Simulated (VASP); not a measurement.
Input of a VASP 6.6.1 run:

The input INCAR:

```
SYSTEM = La2O3
PREC = Accurate
ENCUT = 520
EDIFF = 1E-6
ISMEAR = 0
SIGMA = 0.01
LREAL = .False.
LASPH = .True.
NELM = 100
ALGO = Normal
ISIF = 2
LWAVE = .False.
LCHARG = .True.
LELF = .True.
LVHAR = .True.
NBANDS = 28
```

The input KPOINTS:

```
regular mesh
0
Gamma
  6 6 6
  0 0 0
```

Contents of POSCAR:

```
La2O3
1.0
    6.1820834013      0.0000000000      0.0000000000
   -3.0910417006      5.3538406031      0.0000000000
    0.0000000000      0.0000000000      3.2551730466
La O
2 3
Direct
    0.3333333333      0.6666666667      0.5000000000
    0.6666666667      0.3333333333      0.5000000000
    0.4919900000      0.4919900000      0.0000000000
    0.0000000000      0.5080100000      0.0000000000
    0.5080100000      0.0000000000      0.0000000000
```

Potentials or basis: VASP PAW LDA potentials, release 64 (La, O).

Launch:

```sh
$ cat potpaw_LDA.64/La/POTCAR potpaw_LDA.64/O/POTCAR > POTCAR
$ mpirun -np 1 vasp_std > vasp.out
```

(1) Estimate the pressure.

(2) Predict the band gap on the k mesh.

(3) Predict the largest force.

Results:

(1) 0.9 GPa.

(2) 1.15 eV (least direct gap 1.80 eV).

(3) 0.052 eV/Å.

Caveat: spin-orbit coupling is left out, which moves the levels of the heavy elements.
